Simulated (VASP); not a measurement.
A run of VASP 6.6.1:

INCAR

```
ALGO = Normal
EDIFF = 1E-6
ENCUT = 600
GGA = PE
GGA_COMPAT = F
ISIF = 2
ISMEAR = 0
LASPH = T
LCHARG = F
LREAL = F
LWAVE = F
NBANDS = 14
NELM = 120
PREC = Accurate
SIGMA = 0.1
```

The input KPOINTS:

```
k-points
0
Gamma
  16 16 16
```

File POSCAR:

```
TaC
1.0
    0.0000000000      2.3098306112      2.3098306112
    2.3098306112      0.0000000000      2.3098306112
    2.3098306112      2.3098306112      0.0000000000
Ta C
1 1
Direct
    0.0000000000      0.0000000000      0.0000000000
    0.5000000000      0.5000000000      0.5000000000
```

Potentials or basis: VASP PAW PBE potentials, release 64 (Ta_pv, C).

Run with:

```bash
$ cat potpaw_PBE.64/Ta_pv/POTCAR potpaw_PBE.64/C/POTCAR > POTCAR
$ mpirun -np 1 vasp_std > vasp.out
```

Hardware: 1 thread of Intel(R) Xeon(R) 6975P-C (Granite Rapids), with other jobs on the host.

Task: How long does it take, and how much memory?

Result: It took 24 s on 1 thread of Intel(R) Xeon(R) 6975P-C (Granite Rapids), on a shared host, peak memory 0.2 GiB. Counts: scf iterations 12, k points 145.
